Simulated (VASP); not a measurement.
# Sn (I4_1/amd) in VASP: a series of runs, part 3 of 3

VASP 6.6.1.

## 7. Single point, PBEsol (strain +0.040 along x and y, -0.040 along z)

Input file INCAR:

```
SYSTEM = Sn
PREC = Accurate ; ENCUT = 520
EDIFF = 1E-6 ; ISMEAR = 0
SIGMA = 0.15 ; LREAL = .False.
LASPH = .True. ; NELM = 80
ALGO = Fast ; ISIF = 2
LWAVE = .False. ; LCHARG = .False.
GGA = PS ; NBANDS = 21
```

Input file KPOINTS:

```
regular mesh
0
Gamma
  12 12 12
  0 0 0
```

Input file POSCAR:

```
Sn
1.0
    0.0000000000      3.3754240000      3.1157760000
    3.3754240000      0.0000000000      3.1157760000
    3.3754240000      3.3754240000      0.0000000000
Sn
2
Direct
    0.5000000000      0.5000000000      0.5000000000
    0.7500000000      0.7500000000      0.7500000000
```

Potentials or basis: VASP PAW PBE potentials, release 64 (Sn_d).

The run is started by

```sh
$ cat potpaw_PBE.64/Sn_d/POTCAR > POTCAR
$ mpirun -np 1 vasp_std > vasp.out
```

OUTCAR:

```text
SYSTEM = Sn
   PREC = Accurate
   ENCUT = 520
   EDIFF = 1E-6
   ISMEAR = 0
   LREAL = .False.
   LASPH = .True.
   NELM = 80
   ISIF = 2
   GGA = PS

 ion  position               nearest neighbor table
   1  0.500  0.500  0.500-   2 2.85   2 2.85   2 2.85   2 2.85
   2  0.750  0.750  0.750-   1 2.85   1 2.85   1 2.85   1 2.85

  LATTYP: Found a body centered tetragonal cell.
 ALAT       =     4.7735703996
 C/A-ratio  =     1.3054279037

  Lattice vectors:

 A1 = (   0.0000000000,  -3.3754240000,  -3.1157760000)
[... 193 lines left out ...]
      4     -16.3832      2.00000
      5     -16.3732      2.00000
      6     -16.1168      2.00000
[... 565 lines left out ...]
     20      12.9024      0.00000
     21      13.3089      0.00000

 [... further k-points ...]
[... 5 lines left out ...]
  --------------------------------------------------------------------------------------
  -------------------------------------------------------------------------------------
  Total       -0.6421878     -0.6421878      0.2714721      0.0000000      0.0000000      0.0000000
  in kB      -14.4917140    -14.4917140      6.1260842      0.0000000      0.0000000      0.0000000
  external PRESSURE =      -7.6191146 kB  Pullay stress =       0.0000000 kB

 VOLUME and BASIS-vectors are now :
 -----------------------------------------------------------------------------
  energy-cutoff  :      520.00
  volume of cell :       71.00
      direct lattice vectors                 reciprocal lattice vectors
     0.000000000  3.375424000  3.115776000    -0.148129539  0.148129539  0.160473667
     3.375424000  0.000000000  3.115776000     0.148129539 -0.148129539  0.160473667
     3.375424000  3.375424000  0.000000000     0.148129539  0.148129539 -0.160473667

 POSITION                                       TOTAL-FORCE (eV/Angst)
 -----------------------------------------------------------------------------------
      3.37542      3.37542      3.11578        -0.000000     -0.000000      0.000000
      5.06314      5.06314      4.67366         0.000000      0.000000     -0.000000
 -----------------------------------------------------------------------------------
    total drift:                                0.000000      0.000000      0.000000

  FREE ENERGIE OF THE ION-ELECTRON SYSTEM (eV)
  ---------------------------------------------------
  free  energy   TOTEN  =        -8.4386873442 eV

  energy  without entropy=       -8.4366111450  energy(sigma->0) =       -8.43764924
```

OSZICAR:

```text
N       E                     dE             d eps       ncg     rms          rms(c)
DAV:   1     0.228578643320E+03    0.22858E+03   -0.14840E+04  6931   0.191E+03
DAV:   2     0.168027822128E+02   -0.21178E+03   -0.20728E+03  6881   0.447E+02
DAV:   3    -0.770894185826E+01   -0.24512E+02   -0.24370E+02  8051   0.140E+02
DAV:   4    -0.850512479149E+01   -0.79618E+00   -0.79588E+00  7791   0.286E+01
DAV:   5    -0.853255273346E+01   -0.27428E-01   -0.27428E-01 10035   0.518E+00    0.306E+00
RMM:   6    -0.846794079637E+01    0.64612E-01   -0.33573E-02  8463   0.227E+00    0.178E+00
RMM:   7    -0.843694003419E+01    0.31001E-01   -0.55358E-02  8454   0.252E+00    0.157E-01
RMM:   8    -0.843818311018E+01   -0.12431E-02   -0.10612E-02  8885   0.924E-01    0.657E-02
RMM:   9    -0.843865014922E+01   -0.46704E-03   -0.30632E-03 10813   0.473E-01    0.325E-02
RMM:  10    -0.843867521145E+01   -0.25062E-04   -0.25912E-04  9043   0.171E-01    0.995E-03
RMM:  11    -0.843868741160E+01   -0.12200E-04   -0.12339E-04 11580   0.859E-02    0.939E-03
RMM:  12    -0.843868734416E+01    0.67445E-07   -0.77788E-06  8685   0.278E-02
   1 F= -.84386873E+01 E0= -.84376492E+01  d E =-.207620E-02
```

Wall time 1.7 min (1 thread of Intel Xeon 6975P-C (Granite Rapids), shared host); peak memory 0.33 GiB.

Results:

| Item | Value |
| --- | --- |
| Free energy | -8.4387 eV |
| Pressure | -0.8 GPa |
| Band gap on the k mesh | zero (band 14 reaches 5.15 eV, above the bottom of band 15 at 4.89 eV) |

Levels at points of the mesh, in eV from the Fermi level:
```
           k point  band 11  band 12  band 13  band 14  band 15  band 16  band 17  band 18
(0.00, 0.00, 0.00)   -10.36    -0.98    -0.06    -0.06     0.41     1.97     2.29     2.29
(0.50, 0.00, 0.00)    -8.80    -6.17    -1.30    -0.79    -0.19     3.04     3.44     5.62
(0.50, 0.50, 0.00)    -7.21    -7.21    -2.60    -2.60     0.51     0.51     7.52     7.52
(0.50, 0.00, 0.50)    -7.47    -7.47    -2.17    -2.17     0.98     0.98     7.20     7.20
```

Caveat: the cell differs from its parent crystal (strain +0.040 along x and y, -0.040 along z); the PAW data sets were made with another functional, which shifts forces and pressure a little; spin-orbit coupling is left out, which moves the levels of the heavy elements.

## 8. The runs side by side

```csv
cell,further INCAR settings,gap on the mesh (eV),pressure (GPa)
"a = 4.410, b = 4.410, c = 4.590 Å, angles 58.6, 58.6, 62.7°, 2 atoms",ALGO = Fast; EDIFF = 1e-06; NBANDS = 21,none,5.5
"a = 4.594, b = 4.594, c = 4.406 Å, angles 61.3, 61.3, 57.3°, 2 atoms",ALGO = Fast; EDIFF = 1e-07; NBANDS = 21,none,3.0
"a = 4.499, b = 4.499, c = 4.590 Å, angles 59.3, 59.3, 61.3°, 2 atoms",ALGO = Fast; EDIFF = 1e-07; NBANDS = 21,none,3.0
"a = 4.690, b = 4.690, c = 4.406 Å, angles 62.0, 62.0, 56.0°, 2 atoms",ALGO = Fast; EDIFF = 1e-07; NBANDS = 21,none,1.1
"a = 4.507, b = 4.507, c = 4.774 Å, angles 58.0, 58.0, 64.0°, 2 atoms",ALGO = Fast; EDIFF = 1e-06; NBANDS = 21,none,0.9
"a = 4.594, b = 4.594, c = 4.774 Å, angles 58.7, 58.7, 62.6°, 2 atoms",ALGO = Fast; EDIFF = 1e-06; NBANDS = 21,none,-0.8
```

Alike in all rows: task single point; level PBEsol; potentials or basis VASP PAW PBE potentials, release 64 (Sn_d); no spin polarisation; k mesh 12 × 12 × 12; cutoff (eV) 520; smearing gaussian 0.15 eV.

Caveats: the PAW data sets were made with another functional, which shifts forces and pressure a little; spin-orbit coupling is left out, which moves the levels of the heavy elements.

Absolute energies hang on the potentials; compare differences alone.
